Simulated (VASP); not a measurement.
A run of VASP 6.6.1 is set up as follows.

File INCAR:

```
SYSTEM = O
PREC = Accurate
ENCUT = 520
EDIFF = 1E-7
ISMEAR = -1
SIGMA = 0.05
LREAL = .False.
LASPH = .True.
NELM = 100
ALGO = Normal
ISIF = 2
LWAVE = .False.
LCHARG = .False.
GGA = PS
NBANDS = 13
```

File KPOINTS:

```
regular mesh
0
Gamma
  10 10 7
  0 0 0
```

Contents of POSCAR:

```
O
1.0
    2.7931946254     -1.6284795617      0.0000000000
    2.7931946254      1.6284795617      0.0000000000
   -2.3456105162      0.0000000000      3.5725996965
O
2
Direct
    0.9745461700      0.9745461700      0.8444259800
    0.0254538300      0.0254538300      0.1555740200
```

Potentials or basis: VASP PAW PBE potentials, release 64 (O).

Run with:

```bash
$ cat potpaw_PBE.64/O/POTCAR > POTCAR
$ mpirun -np 1 vasp_std > vasp.out
```

Q: Estimate the band gap on the k mesh.

A: Zero (bands 6 and 7 overlap by 0.31 eV).

Q: Predict the pressure.

A: 2.2 GPa.

Q: Predict the largest force.

A: 2.496 eV/Å.

Forces in eV/Å, atoms in the order of the input:
```
O    0.759  0.000 -2.378
O   -0.759  0.000  2.378
```

Caveat: the standard files for N, O and F lose accuracy on very short bonds; spin is off for a triplet molecule; this functional lacks dispersion, which holds the molecules together, so the pressure and a relaxed volume are unreliable; the PAW data sets were made with another functional, which shifts forces and pressure a little.
